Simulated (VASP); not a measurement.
# Ru (P6_3/mmc) in VASP: single point with LDA

Aim: the single point of Ru with LDA.

All numbers are computed with VASP 6.6.1; they aren't measurements. Logs are shortened: lines on timing, memory, paths and dates and some standing lists are left out, and cuts for length are marked.

**1. The cell of the first run**

The structure is hexagonal, space group P6_3/mmc (No. 194). The conventional cell has a = 2.675 Å, b = 2.675 Å, c = 4.223 Å, α = 90.00°, β = 90.00°, γ = 120.00°. Ru (site symmetry -6m2) has 12 Ru at 2.62 to 2.68 Å within 3.5 Å.

**2. Single point, LDA**

Input file INCAR:

```
SYSTEM = Ru
  PREC = Accurate
  ENCUT = 560
  EDIFF = 1E-6
  ISMEAR = -1
  SIGMA = 0.05
  LREAL = .FALSE.
  LASPH = .TRUE.
  NELM = 120
  ALGO = Normal
  ISIF = 2
  LWAVE = .FALSE.
  LCHARG = .FALSE.
  NBANDS = 23
  GGA_COMPAT = .FALSE.
```

Input file KPOINTS:

```
regular mesh
0
G
  21 21 12
  0 0 0
```

Input file POSCAR:

```
Ru
1.0
    2.6753786272      0.0000000000      0.0000000000
   -1.3376893136      2.3169458559      0.0000000000
    0.0000000000      0.0000000000      4.2228281099
Ru
2
Direct
    0.3333333333      0.6666666667      0.2500000000
    0.6666666667      0.3333333333      0.7500000000
```

Potentials or basis: VASP PAW LDA potentials, release 64 (Ru_sv).

Run with:

```bash
> cat potpaw_LDA.64/Ru_sv/POTCAR > POTCAR
> mpirun -np 1 vasp_std > vasp.out
```

OUTCAR:

```text
SYSTEM = Ru
   PREC = Accurate
   ENCUT = 560
   EDIFF = 1E-6
   ISMEAR = -1
   LREAL = .FALSE.
   LASPH = .TRUE.
   NELM = 120
   ISIF = 2

 ion  position               nearest neighbor table
   1  0.333  0.667  0.250-   2 2.62   2 2.62   2 2.62   2 2.62   2 2.62   2 2.62
   2  0.667  0.333  0.750-   1 2.62   1 2.62   1 2.62   1 2.62   1 2.62   1 2.62

  LATTYP: Found a hexagonal cell.
 ALAT       =     2.6753786272
 C/A-ratio  =     1.5784039190

  Lattice vectors:

 A1 = (   2.6753786272,   0.0000000000,   0.0000000000)
 A2 = (  -1.3376893136,   2.3169458559,   0.0000000000)
 A3 = (   0.0000000000,   0.0000000000,   4.2228281099)

Analysis of symmetry for initial positions (statically):
=====================================================================
 Subroutine PRICEL returns:
 Original cell was already a primitive cell.

 Routine SETGRP: Setting up the symmetry group for a
 hexagonal supercell.

 Subroutine GETGRP returns: Found 24 space group operations
 (whereof 12 operations were pure point group operations)
 out of a pool of 24 trial point group operations.

The static configuration has the point symmetry D_3d.
 The point group associated with its full space group is D_6h.

Analysis of symmetry for dynamics (positions and initial velocities):
=====================================================================
 Subroutine PRICEL returns:
 Original cell was already a primitive cell.

 Routine SETGRP: Setting up the symmetry group for a
 hexagonal supercell.

 Subroutine GETGRP returns: Found 24 space group operations
 (whereof 12 operations were pure point group operations)
 out of a pool of 24 trial point group operations.

The dynamic configuration has the point symmetry D_3d.
 The point group associated with its full space group is D_6h.

 Subroutine INISYM returns: Found 24 space group operations
 (whereof 12 operations are pure point group operations),
 and found     1 'primitive' translations

----------------------------------------------------------------------------------------

                                     Primitive cell

  volume of cell :      26.1761

  direct lattice vectors                    reciprocal lattice vectors
     2.675378627  0.000000000  0.000000000     0.373778870  0.215801331  0.000000000
    -1.337689314  2.316945856  0.000000000     0.000000000  0.431602662  0.000000000
     0.000000000  0.000000000  4.222828110     0.000000000  0.000000000  0.236808123

  length of vectors
     2.675378627  2.675378627  4.222828110     0.431602662  0.431602662  0.236808123

  position of ions in fractional coordinates (direct lattice)
     0.333333333  0.666666667  0.250000000
     0.666666667  0.333333333  0.750000000

  ion indices of the primitive-cell ions
   primitive index   ion index
                 1           1
                 2           2

----------------------------------------------------------------------------------------

 KPOINTS: regular mesh

Automatic generation of k-mesh.
 Grid dimensions read from file:
 generate k-points for:   21   21   12

 Generating k-lattice:

  Cartesian coordinates                     Fractional coordinates (reciprocal lattice)
     0.017798994  0.010276254  0.000000000     0.047619048 -0.000000000  0.000000000
     0.000000000  0.020552508  0.000000000     0.000000000  0.047619048  0.000000000
     0.000000000  0.000000000  0.019734010     0.000000000  0.000000000  0.083333333

  Length of vectors
     0.020552508  0.020552508  0.019734010

  Shift w.r.t. Gamma in fractional coordinates (k-lattice)
     0.000000000  0.000000000  0.000000000

 Subroutine IBZKPT returns following result:
 ===========================================

 Found    336 irreducible k-points:

 Following reciprocal coordinates:
            Coordinates               Weight
  0.000000  0.000000  0.000000      1.000000
  0.047619  0.000000  0.000000      6.000000
  0.095238  0.000000  0.000000      6.000000
  0.142857  0.000000  0.000000      6.000000
  0.190476  0.000000  0.000000      6.000000
  0.238095  0.000000  0.000000      6.000000
[... 16 lines left out ...]
  0.142857  0.095238  0.000000     12.000000
  0.190476  0.095238  0.000000     12.000000
 [... further k-points ...]
   k-points           NKPTS =    336   k-points in BZ     NKDIM =    336   number of bands    NBANDS=     23
   number of dos      NEDOS =    301   number of ions     NIONS =      2
   total plane-waves  NPLWV =  20736
   dimension x,y,z NGX =    24 NGY =   24 NGZ =   36
   dimension x,y,z NGXF=    48 NGYF=   48 NGZF=   72
   ions per type =               2
   NGX,Y,Z   is equivalent  to a cutoff of  14.91, 14.91, 14.17 a.u.
   NGXF,Y,Z  is equivalent  to a cutoff of  29.83, 29.83, 28.35 a.u.
 SYSTEM =  Ru
   PREC   = accura    normal or accurate (medium, high low for compatibility)
   ISTART =      0    job   : 0-new  1-cont  2-samecut
   ICHARG =      2    charge: 1-file 2-atom 10-const
   ISPIN  =      1    spin polarized calculation?
   LNONCOLLINEAR =      F non collinear calculations
   LSORBIT =      F    spin-orbit coupling
   LASPH  =      T    aspherical Exc in radial PAW
   ENCUT  =  560.0 eV  41.16 Ry    6.42 a.u.   5.16  5.16  8.15*2*pi/ulx,y,z
   NELM   =    120;   NELMIN=  2; NELMDL= -5     # of ELM steps
   EDIFF  = 0.1E-05   stopping-criterion for ELM
   LREAL  =      F    real-space projection
[... 7 lines left out ...]
   TEBEG  =    0.0;   TEEND  =   0.0 temperature during run
   PSTRESS=    0.0 pullay stress
   NELECT =      32.0000    total number of electrons
   NUPDOWN=      -1.0000    fix difference up-down
   EMIN   =  10.00;   EMAX   =-10.00  energy-range for DOS
   EFERMI =   0.00;   METHOD = LEGACY
   ISMEAR =    -1;   SIGMA  =   0.05  broadening in eV -4-tet -1-fermi 0-gaus
   EFERMI_NEDOS =   21; number of points for ismear=-14 and -15
   IALGO  =     38    algorithm
   IMIX   =      4    mixing-type and parameters
     AMIX     =   0.40;   BMIX     =  1.00
     AMIX_MAG =   1.60;   BMIX_MAG =  1.00
  volume/ion in A,a.u.               =      13.09        88.32
  Fermi-wavevector in a.u.,A,eV,Ry     =   1.750478  3.307924 41.690605  3.064173
  Thomas-Fermi vector in A             =   2.821189
   LORBIT       =      0    0 simple, 1 ext, 2 COOP (PROOUT), +10 PAW based schemes
   GGA     = CA    functional components
   LHFCALC =     F    Hartree Fock is set to
   AEXX    =    0.0000 exact exchange contribution
   IVDW    =     0    specifies the selected vdW correction
   LEPSILON=     F    determine dielectric tensor
   LRPA    =     F    only Hartree local field effects (RPA)
 non-spin polarized calculation
  energy-cutoff  :      560.00
  volume of cell :       26.18
 maximum number of plane-waves:       808
 NGX is ok and might be reduce to    24
   NGX = 11   NGY = 11   NGZ = 17

 number of electron      32.0000002 magnetization

 Free energy of the ion-electron system (eV)
  ---------------------------------------------------
  ext. energy  EPLUGINS =         0.00000000
  ---------------------------------------------------
  free energy    TOTEN  =       -21.40573633 eV

  energy without entropy =      -21.39217217  energy(sigma->0) =      -21.39895425

 E-fermi :  15.7290     XC(G=0): -14.7441

 val. band max:       15.7269168850   @ k =   0.2857   0.1905   0.2500
 cond. band min:      15.7295668840   @ k =   0.2381   0.0476   0.0000
 fundamental gap:      0.0026499990
 Fermi energy:        15.7289547459

 k-point     1 :       0.0000    0.0000    0.0000
  band No.  band energies     occupation
      1     -57.0986      2.00000
      2     -56.8521      2.00000
      3     -27.8889      2.00000
      4     -26.8156      2.00000
      5     -26.8156      2.00000
      6     -26.6194      2.00000
[... 15 lines left out ...]
     22      30.5925      0.00000
     23      33.1649      0.00000

 k-point     2 :       0.0476    0.0000    0.0000
  band No.  band energies     occupation
      1     -57.0946      2.00000
      2     -56.8506      2.00000
      3     -27.8800      2.00000
      4     -26.8347      2.00000
      5     -26.8221      2.00000
      6     -26.6393      2.00000
[... 15 lines left out ...]
     22      30.7535      0.00000
     23      33.2689      0.00000

 k-point     3 :       0.0952    0.0000    0.0000
  band No.  band energies     occupation
      1     -57.0830      2.00000
      2     -56.8462      2.00000
      3     -27.8537      2.00000
      4     -26.8902      2.00000
      5     -26.8408      2.00000
      6     -26.6966      2.00000
[... 15 lines left out ...]
     22      31.1934      0.00000
     23      33.5542      0.00000

 k-point     4 :       0.1429    0.0000    0.0000
  band No.  band energies     occupation
      1     -57.0646      2.00000
      2     -56.8395      2.00000
      3     -27.8111      2.00000
      4     -26.9770      2.00000
      5     -26.8693      2.00000
      6     -26.7852      2.00000
[... 15 lines left out ...]
     22      31.7233      0.00000
     23      33.8824      0.00000

 k-point     5 :       0.1905    0.0000    0.0000
  band No.  band energies     occupation
      1     -57.0406      2.00000
      2     -56.8315      2.00000
      3     -27.7541      2.00000
      4     -27.0877      2.00000
      5     -26.9048      2.00000
      6     -26.8959      2.00000
[... 15 lines left out ...]
     22      31.7184      0.00000
     23      33.6419      0.00000

 k-point     6 :       0.2381    0.0000    0.0000
  band No.  band energies     occupation
      1     -57.0127      2.00000
      2     -56.8233      2.00000
      3     -27.6854      2.00000
      4     -27.2122      2.00000
      5     -27.0178      2.00000
      6     -26.9437      2.00000
[... 15 lines left out ...]
     22      30.6514      0.00000
     23      32.8000      0.00000

 k-point     7 :       0.2857    0.0000    0.0000
  band No.  band energies     occupation
      1     -56.9828      2.00000
      2     -56.8160      2.00000
      3     -27.6084      2.00000
      4     -27.3394      2.00000
      5     -27.1398      2.00000
      6     -26.9825      2.00000
[... 353 lines left out ...]
     22      27.8809      0.00000
     23      28.7971      0.00000

 k-point    21 :       0.4762    0.0476    0.0000
  band No.  band energies     occupation
      1     -56.8893      2.00000
      2     -56.8104      2.00000
      3     -27.6646      2.00000
      4     -27.4421      2.00000
      5     -27.3296      2.00000
      6     -27.0909      2.00000
[... 15 lines left out ...]
     22      28.1562      0.00000
     23      28.5762      0.00000

 k-point    22 :       0.0952    0.0952    0.0000
  band No.  band energies     occupation
      1     -57.0541      2.00000
      2     -56.8359      2.00000
      3     -27.7862      2.00000
      4     -27.0087      2.00000
      5     -26.9280      2.00000
      6     -26.7973      2.00000
[... 15 lines left out ...]
     22      31.9470      0.00000
     23      34.1933      0.00000

 k-point    23 :       0.1429    0.0952    0.0000
  band No.  band energies     occupation
      1     -57.0308      2.00000
      2     -56.8285      2.00000
      3     -27.7304      2.00000
      4     -27.1019      2.00000
      5     -27.0119      2.00000
      6     -26.8556      2.00000
[... 15 lines left out ...]
     22      31.8149      0.00000
     23      33.1384      0.00000

 k-point    24 :       0.1905    0.0952    0.0000
  band No.  band energies     occupation
      1     -57.0038      2.00000
      2     -56.8209      2.00000
      3     -27.6630      2.00000
      4     -27.2141      2.00000
      5     -27.1030      2.00000
      6     -26.9170      2.00000
[... 15 lines left out ...]
     22      30.6608      0.00000
     23      32.1382      0.00000

 [... further k-points ...]

------------------------ aborting loop because EDIFF is reached ----------------------------------------

  FORCE on cell =-STRESS in cart. coord.  units (eV):
  Direction    XX          YY          ZZ          XY          YZ          ZX
  --------------------------------------------------------------------------------------
  -------------------------------------------------------------------------------------
  Total        0.0871628      0.0871628      0.0904266     -0.0000000     -0.0000000      0.0000000
  in kB        5.3350351      5.3350351      5.5348062     -0.0000000     -0.0000000      0.0000000
  external PRESSURE =       5.4016255 kB  Pullay stress =       0.0000000 kB

 VOLUME and BASIS-vectors are now :
 -----------------------------------------------------------------------------
  energy-cutoff  :      560.00
  volume of cell :       26.18
      direct lattice vectors                 reciprocal lattice vectors
     2.675378627  0.000000000  0.000000000     0.373778870  0.215801331  0.000000000
    -1.337689314  2.316945856  0.000000000     0.000000000  0.431602662  0.000000000
     0.000000000  0.000000000  4.222828110     0.000000000  0.000000000  0.236808123

 POSITION                                       TOTAL-FORCE (eV/Angst)
 -----------------------------------------------------------------------------------
     -0.00000      1.54463      1.05571         0.000000     -0.000000      0.000000
      1.33769      0.77232      3.16712        -0.000000      0.000000      0.000000
 -----------------------------------------------------------------------------------
    total drift:                               -0.000000      0.000000     -0.000000

  FREE ENERGIE OF THE ION-ELECTRON SYSTEM (eV)
  ---------------------------------------------------
  free  energy   TOTEN  =       -21.4057363322 eV

  energy  without entropy=      -21.3921721700  energy(sigma->0) =      -21.39895425
```

Run time: 2.2 min. Hardware: 1 thread of AMD EPYC 7R13 (Zen 3), shared host; peak memory 0.24 GiB.

Results:

```yaml
Free_energy: -21.4057 eV
Pressure: 0.5 GPa
Band_gap_on_the_k_mesh: zero (bands 16 and 17 overlap by 3.39 eV)
```
